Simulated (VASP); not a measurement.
# KI (P-3m1) in VASP: single point with PBE

Aim: the single point of KI with PBE.

All numbers are computed with VASP 6.6.1; they aren't measurements. Logs are shortened: lines on timing, memory, paths and dates and some standing lists are left out, and cuts for length are marked.

**1. The cell of the first run**

Symmetry: P-3m1, No. 164, trigonal system. Conventional cell: a = 5.013 Å, b = 5.013 Å, c = 21.397 Å, α = 90.00°, β = 90.00°, γ = 120.00°. Within 4.8 Å of K (site symmetry 3m) lie 6 I at 3.63 to 3.64 Å. Within 4.7 Å of K (site symmetry 3m) lie 6 I at 3.58 Å. K (site symmetry -3m) has 6 I at 3.58 Å within 4.7 Å. Within 4.8 Å of I (site symmetry -3m) lie 6 K at 3.64 Å and 2 I at 4.40 Å. Within 4.7 Å of I (site symmetry 3m) lie 6 K at 3.58 to 3.63 Å and 1 I at 4.40 Å. I (site symmetry 3m) has 6 K at 3.58 Å within 4.7 Å.

**2. Single point, PBE**

Contents of INCAR:

```
ALGO = Normal
EDIFF = 1E-7
ENCUT = 520
GGA = PE
ISIF = 2
ISMEAR = 0
LASPH = True
LCHARG = True
LELF = True
LREAL = False
LVHAR = True
LWAVE = False
NBANDS = 51
NELM = 60
PREC = Accurate
SIGMA = 0.02
```

Contents of KPOINTS:

```
k-points
0
Gamma
  6 6 2
```

Contents of POSCAR:

```
KI
1.0
    5.0133625251      0.0000000000      0.0000000000
   -2.5066812626      4.3416993051      0.0000000000
    0.0000000000      0.0000000000     21.3973386998
K I
5 5
Direct
    0.0000000000      0.0000000000     -0.0028423388
    0.3333333333      0.6666666667      0.2028423388
    0.0000000000      0.0000000000      0.4038077314
    0.6666666667      0.3333333333      0.6000000000
    0.3333333333      0.6666666667      0.7961922686
    0.6666666667      0.3333333333      0.1000000000
    0.6666666667      0.3333333333      0.3054060250
    0.3333333333      0.6666666667      0.5019100349
    0.0000000000      0.0000000000      0.6980899651
    0.6666666667      0.3333333333      0.8945939750
```

Potentials or basis: VASP PAW PBE potentials, release 64 (K_sv, I).

Launch:

```
$ cat potpaw_PBE.64/K_sv/POTCAR potpaw_PBE.64/I/POTCAR > POTCAR
$ mpirun -np 1 vasp_std > vasp.out
```

OUTCAR:

```text
EDIFF = 1E-7
   ENCUT = 520
   GGA = PE
   ISIF = 2
   ISMEAR = 0
   LASPH = True
   LREAL = False
   NELM = 60
   PREC = Accurate

 ion  position               nearest neighbor table
   1  0.000  0.000  0.997-  10 3.63  10 3.63  10 3.63   6 3.64   6 3.64   6 3.64
   2  0.333  0.667  0.203-   7 3.63   7 3.63   7 3.63   6 3.64   6 3.64   6 3.64
   3  0.000  0.000  0.404-   8 3.58   8 3.58   8 3.58   7 3.58   7 3.58   7 3.58
   4  0.667  0.333  0.600-   8 3.58   8 3.58   9 3.58   9 3.58   9 3.58   8 3.58
   5  0.333  0.667  0.796-   9 3.58   9 3.58   9 3.58  10 3.58  10 3.58  10 3.58
   6  0.667  0.333  0.100-   2 3.64   2 3.64   1 3.64   1 3.64   1 3.64   2 3.64
   7  0.667  0.333  0.305-   3 3.58   3 3.58   3 3.58   2 3.63   2 3.63   2 3.63
   8  0.333  0.667  0.502-   4 3.58   4 3.58   4 3.58   3 3.58   3 3.58   3 3.58
   9  0.000  0.000  0.698-   4 3.58   4 3.58   4 3.58   5 3.58   5 3.58   5 3.58
  10  0.667  0.333  0.895-   5 3.58   5 3.58   5 3.58   1 3.63   1 3.63   1 3.63

  LATTYP: Found a hexagonal cell.
 ALAT       =     5.0133625251
 C/A-ratio  =     4.2680613246

  Lattice vectors:

 A1 = (   5.0133625251,   0.0000000000,   0.0000000000)
 A2 = (  -2.5066812626,   4.3416993051,   0.0000000000)
 A3 = (   0.0000000000,   0.0000000000,  21.3973386998)

Analysis of symmetry for initial positions (statically):
=====================================================================
 Subroutine PRICEL returns:
 Original cell was already a primitive cell.

 Routine SETGRP: Setting up the symmetry group for a
 hexagonal supercell.

 Subroutine GETGRP returns: Found 12 space group operations
 (whereof  6 operations were pure point group operations)
 out of a pool of 24 trial point group operations.

The static configuration has the point symmetry C_3v.
 The point group associated with its full space group is D_3d.

Analysis of symmetry for dynamics (positions and initial velocities):
=====================================================================
 Subroutine PRICEL returns:
 Original cell was already a primitive cell.

 Routine SETGRP: Setting up the symmetry group for a
 hexagonal supercell.

 Subroutine GETGRP returns: Found 12 space group operations
 (whereof  6 operations were pure point group operations)
 out of a pool of 24 trial point group operations.

The dynamic configuration has the point symmetry C_3v.
 The point group associated with its full space group is D_3d.

 Subroutine INISYM returns: Found 12 space group operations
 (whereof  6 operations are pure point group operations),
 and found     1 'primitive' translations

----------------------------------------------------------------------------------------

                                     Primitive cell

  volume of cell :     465.7454

  direct lattice vectors                    reciprocal lattice vectors
     5.013362525  0.000000000  0.000000000     0.199466924  0.115162282  0.000000000
    -2.506681263  4.341699305  0.000000000     0.000000000  0.230324564  0.000000000
     0.000000000  0.000000000 21.397338700     0.000000000  0.000000000  0.046734784

  length of vectors
     5.013362525  5.013362525 21.397338700     0.230324564  0.230324564  0.046734784

  position of ions in fractional coordinates (direct lattice)
     0.000000000  0.000000000  0.997157661
     0.333333333  0.666666667  0.202842339
     0.000000000  0.000000000  0.403807731
     0.666666667  0.333333333  0.600000000
     0.333333333  0.666666667  0.796192269
     0.666666667  0.333333333  0.100000000
     0.666666667  0.333333333  0.305406025
     0.333333333  0.666666667  0.501910035
     0.000000000  0.000000000  0.698089965
     0.666666667  0.333333333  0.894593975

  ion indices of the primitive-cell ions
   primitive index   ion index
                 1           1
                 2           2
                 3           3
                 4           4
                 5           5
                 6           6
                 7           7
                 8           8
                 9           9
                10          10

----------------------------------------------------------------------------------------

 KPOINTS: k-points

Automatic generation of k-mesh.
 Grid dimensions read from file:
 generate k-points for:    6    6    2

 Generating k-lattice:

  Cartesian coordinates                     Fractional coordinates (reciprocal lattice)
     0.033244487  0.019193714  0.000000000     0.166666667  0.000000000  0.000000000
     0.000000000  0.038387427  0.000000000     0.000000000  0.166666667  0.000000000
     0.000000000  0.000000000  0.023367392     0.000000000  0.000000000  0.500000000

  Length of vectors
     0.038387427  0.038387427  0.023367392

  Shift w.r.t. Gamma in fractional coordinates (k-lattice)
     0.000000000  0.000000000  0.000000000

 Subroutine IBZKPT returns following result:
 ===========================================

 Found     14 irreducible k-points:

 Following reciprocal coordinates:
            Coordinates               Weight
  0.000000  0.000000  0.000000      1.000000
  0.166667  0.000000  0.000000      6.000000
  0.333333  0.000000  0.000000      6.000000
  0.500000  0.000000  0.000000      3.000000
  0.166667  0.166667  0.000000      6.000000
  0.333333  0.166667  0.000000     12.000000
  0.333333  0.333333  0.000000      2.000000
  0.000000  0.000000  0.500000      1.000000
  0.166667  0.000000  0.500000      6.000000
  0.333333  0.000000  0.500000      6.000000
  0.500000  0.000000  0.500000      3.000000
  0.166667  0.166667  0.500000      6.000000
  0.333333  0.166667  0.500000     12.000000
  0.333333  0.333333  0.500000      2.000000
   k-points           NKPTS =     14   k-points in BZ     NKDIM =     14   number of bands    NBANDS=     51
   number of dos      NEDOS =    301   number of ions     NIONS =     10
   total plane-waves  NPLWV = 256000
   dimension x,y,z NGX =    40 NGY =   40 NGZ =  160
   dimension x,y,z NGXF=    80 NGYF=   80 NGZF=  320
   ions per type =               5   5
   NGX,Y,Z   is equivalent  to a cutoff of  13.26, 13.26, 12.43 a.u.
   NGXF,Y,Z  is equivalent  to a cutoff of  26.53, 26.53, 24.86 a.u.
 SYSTEM =  unknown system
   PREC   = accura    normal or accurate (medium, high low for compatibility)
   ISTART =      0    job   : 0-new  1-cont  2-samecut
   ICHARG =      2    charge: 1-file 2-atom 10-const
   ISPIN  =      1    spin polarized calculation?
   LNONCOLLINEAR =      F non collinear calculations
   LSORBIT =      F    spin-orbit coupling
   LASPH  =      T    aspherical Exc in radial PAW
   ENCUT  =  520.0 eV  38.22 Ry    6.18 a.u.   9.32  9.32 39.78*2*pi/ulx,y,z
   NELM   =     60;   NELMIN=  2; NELMDL= -5     # of ELM steps
   EDIFF  = 0.1E-06   stopping-criterion for ELM
   LREAL  =      F    real-space projection
   EDIFFG = 0.1E-05   stopping-criterion for IOM
   NSW    =      0    number of steps for IOM
   IBRION =     -1    ionic relax: 0-MD 1-quasi-New 2-CG
   NFREE  =      0    steps in history (QN), initial steepest desc. (CG)
   ISIF   =      2    stress and relaxation
   ISYM   =      2    0-nonsym 1-usesym 2-fastsym
   POTIM  = 0.5000    time-step for ionic-motion
   TEBEG  =    0.0;   TEEND  =   0.0 temperature during run
   PSTRESS=    0.0 pullay stress
   NELECT =      80.0000    total number of electrons
   NUPDOWN=      -1.0000    fix difference up-down
   EMIN   =  10.00;   EMAX   =-10.00  energy-range for DOS
   EFERMI =   0.00;   METHOD = LEGACY
   ISMEAR =     0;   SIGMA  =   0.02  broadening in eV -4-tet -1-fermi 0-gaus
   EFERMI_NEDOS =   21; number of points for ismear=-14 and -15
   IALGO  =     38    algorithm
   IMIX   =      4    mixing-type and parameters
     AMIX     =   0.40;   BMIX     =  1.00
     AMIX_MAG =   1.60;   BMIX_MAG =  1.00
  volume/ion in A,a.u.               =      46.57       314.30
  Fermi-wavevector in a.u.,A,eV,Ry     =   0.910029  1.719706 11.267706  0.828153
  Thomas-Fermi vector in A             =   2.034143
   LORBIT       =      0    0 simple, 1 ext, 2 COOP (PROOUT), +10 PAW based schemes
   GGA     = PE    functional components
   LHFCALC =     F    Hartree Fock is set to
   AEXX    =    0.0000 exact exchange contribution
   IVDW    =     0    specifies the selected vdW correction
   LEPSILON=     F    determine dielectric tensor
   LRPA    =     F    only Hartree local field effects (RPA)
 non-spin polarized calculation
 Gauss-broadening in eV      SIGMA  =   0.02
  energy-cutoff  :      520.00
  volume of cell :      465.75
 maximum number of plane-waves:     12595
 NGX is ok and might be reduce to    40
   NGX = 19   NGY = 19   NGZ = 79

 number of electron      80.0000000 magnetization

 Free energy of the ion-electron system (eV)
  ---------------------------------------------------
  ext. energy  EPLUGINS =         0.00000000
  ---------------------------------------------------
  free energy    TOTEN  =       -27.68533116 eV

  energy without entropy =      -27.68533116  energy(sigma->0) =      -27.68533116

 E-fermi :  -0.4173     XC(G=0):  -6.9525

 val. band max:       -0.5672619907   @ k =   0.0000   0.0000   0.0000
 cond. band min:       3.1196598819   @ k =   0.0000   0.0000   0.0000
 fundamental gap:      3.6869218725
 Fermi energy:        -0.4172593138

 k-point     1 :       0.0000    0.0000    0.0000
  band No.  band energies     occupation
      1     -29.4362      2.00000
      2     -29.4358      2.00000
      3     -29.2050      2.00000
      4     -29.2050      2.00000
      5     -29.1998      2.00000
      6     -12.9685      2.00000
[... 43 lines left out ...]
     50       5.9675      0.00000
     51       6.0815      0.00000

 k-point     2 :       0.1667    0.0000    0.0000
  band No.  band energies     occupation
      1     -29.4359      2.00000
      2     -29.4355      2.00000
      3     -29.2047      2.00000
      4     -29.2046      2.00000
      5     -29.1995      2.00000
      6     -12.9581      2.00000
[... 43 lines left out ...]
     50       6.1817      0.00000
     51       6.2235      0.00000

 k-point     3 :       0.3333    0.0000    0.0000
  band No.  band energies     occupation
      1     -29.4353      2.00000
      2     -29.4350      2.00000
      3     -29.2041      2.00000
      4     -29.2040      2.00000
      5     -29.1989      2.00000
      6     -12.9732      2.00000
[... 43 lines left out ...]
     50       6.3608      0.00000
     51       6.4155      0.00000
[... 487 lines left out ...]
 k-point    13 :       0.3333    0.1667    0.5000
  band No.  band energies     occupation
      1     -29.4349      2.00000
      2     -29.4348      2.00000
      3     -29.2037      2.00000
      4     -29.2037      2.00000
      5     -29.1986      2.00000
      6     -12.9837      2.00000
[... 43 lines left out ...]
     50       6.1014      0.00000
     51       6.3201      0.00000

 k-point    14 :       0.3333    0.3333    0.5000
  band No.  band energies     occupation
      1     -29.4347      2.00000
      2     -29.4347      2.00000
      3     -29.2036      2.00000
      4     -29.2036      2.00000
      5     -29.1985      2.00000
      6     -12.9856      2.00000
[... 43 lines left out ...]
     50       6.2023      0.00000
     51       6.3072      0.00000

------------------------ aborting loop because EDIFF is reached ----------------------------------------

  FORCE on cell =-STRESS in cart. coord.  units (eV):
  Direction    XX          YY          ZZ          XY          YZ          ZX
  --------------------------------------------------------------------------------------
  -------------------------------------------------------------------------------------
  Total        0.0428195      0.0428195      0.0690184     -0.0000000      0.0000000      0.0000000
  in kB        0.1473003      0.1473003      0.2374252     -0.0000000      0.0000000      0.0000000
  external PRESSURE =       0.1773419 kB  Pullay stress =       0.0000000 kB

 VOLUME and BASIS-vectors are now :
 -----------------------------------------------------------------------------
  energy-cutoff  :      520.00
  volume of cell :      465.75
      direct lattice vectors                 reciprocal lattice vectors
     5.013362525  0.000000000  0.000000000     0.199466924  0.115162282  0.000000000
    -2.506681263  4.341699305  0.000000000     0.000000000  0.230324564  0.000000000
     0.000000000  0.000000000 21.397338700     0.000000000  0.000000000  0.046734784

 POSITION                                       TOTAL-FORCE (eV/Angst)
 -----------------------------------------------------------------------------------
      0.00000      0.00000     21.33652        -0.000000      0.000000      0.000099
     -0.00000      2.89447      4.34029         0.000000     -0.000000     -0.000099
      0.00000      0.00000      8.64041         0.000000      0.000000     -0.000777
      2.50668      1.44723     12.83840        -0.000000      0.000000      0.000000
     -0.00000      2.89447     17.03640        -0.000000      0.000000      0.000777
      2.50668      1.44723      2.13973         0.000000      0.000000      0.000000
      2.50668      1.44723      6.53488         0.000000      0.000000     -0.000744
     -0.00000      2.89447     10.73954        -0.000000      0.000000     -0.000480
      0.00000      0.00000     14.93727         0.000000     -0.000000      0.000480
      2.50668      1.44723     19.14193        -0.000000      0.000000      0.000744
 -----------------------------------------------------------------------------------
    total drift:                               -0.000000      0.000000      0.000003

  FREE ENERGIE OF THE ION-ELECTRON SYSTEM (eV)
  ---------------------------------------------------
  free  energy   TOTEN  =       -27.6853311579 eV

  energy  without entropy=      -27.6853311579  energy(sigma->0) =      -27.68533116
```

Wall time 9.8 min (1 thread of AMD EPYC 7R13 (Zen 3), shared host); peak memory 0.66 GiB.

Results:

```yaml
Free_energy: -27.6853 eV
Pressure: 0.0 GPa
Band_gap_on_the_k_mesh: 3.69 eV
```

Caveat: spin-orbit coupling is left out, which moves the levels of the heavy elements. A k mesh can miss the band edges.
